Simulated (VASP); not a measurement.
Here is a VASP 6.6.1 calculation.

INCAR

```
SYSTEM = Hf
PREC = Accurate ; ENCUT = 600
EDIFF = 1E-7 ; ISMEAR = 0
SIGMA = 0.1 ; LREAL = .False.
LASPH = .True. ; NELM = 100
ALGO = Fast ; ISIF = 4
LWAVE = .False. ; LCHARG = .False.
GGA = PE ; IBRION = 2
NSW = 50 ; EDIFFG = -0.01
```

The input KPOINTS:

```
Automatic mesh
0
Gamma
  15 15 8
  0 0 0
```

Contents of POSCAR:

```
Hf
1.0
    3.3082689457      0.0000000000      0.0000000000
   -1.6541344728      2.8650449496      0.0000000000
    0.0000000000      0.0000000000      5.2312787815
Hf
2
Direct
    0.3333333333      0.6666666667      0.2500000000
    0.6666666667      0.3333333333      0.7500000000
```

Potentials or basis: VASP PAW PBE potentials, release 64 (Hf_pv).

Command:

```console
$ cat potpaw_PBE.64/Hf_pv/POTCAR > POTCAR
$ mpirun -np 1 vasp_std > vasp.out
```

Q: Predict the band gap on the k mesh.

A: Zero (bands 10 and 11 overlap by 1.52 eV).

Final structure:
```cif
data_structure
_symmetry_space_group_name_H-M 'P 1'
_symmetry_Int_Tables_number 1
_cell_length_a 3.3100
_cell_length_b 3.3100
_cell_length_c 5.2257
_cell_angle_alpha 90.000
_cell_angle_beta 90.000
_cell_angle_gamma 120.000
_cell_volume 49.58
loop_
_atom_site_label
_atom_site_type_symbol
_atom_site_fract_x
_atom_site_fract_y
_atom_site_fract_z
_atom_site_occupancy
Hf1 Hf 0.33333 0.66667 0.25000 1
Hf2 Hf 0.66667 0.33333 0.75000 1
```

Caveat: spin-orbit coupling is left out, which moves the levels of the heavy elements.
